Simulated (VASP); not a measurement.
Runs of VASP 6.6.1 on YN. It takes space group Fm-3m (No. 225, cubic). Conventional cell: a = 4.877 Å, b = 4.877 Å, c = 4.877 Å, α = 90.00°, β = 90.00°, γ = 90.00°. Within 3.2 Å of Y (site symmetry m-3m) lie 6 N at 2.44 Å. N (site symmetry m-3m) has 6 Y at 2.44 Å within 3.2 Å. 

```csv
level,potentials or basis,cutoff (eV),gap on the mesh (eV),pressure (GPa)
BLYP,"VASP PAW PBE potentials, release 64 (Y_sv, N)",600,0.30,8.0
PBE,"VASP PAW PBE potentials, release 64 (Y_sv, N)",600,0.16,(b)
r2SCAN,"VASP PAW PBE potentials, release 64 (Y_sv, N)",660,(c),2.2
LDA,"VASP PAW LDA potentials, release 64 (Y_sv, N)",600,(a),-5.6
```

Alike in all rows: task single point; no spin polarisation; cell as given; k mesh 6 × 6 × 6; smearing gaussian 0.01 eV.

Task: Fill in the values left out.

Result: (a) 0.06; (b) 2.8; (c) 0.57.

Caveats: the PAW data sets were made with another functional, which shifts forces and pressure a little (some runs).

A k mesh can miss the band edges, and the runs leave out spin-orbit coupling on Y.
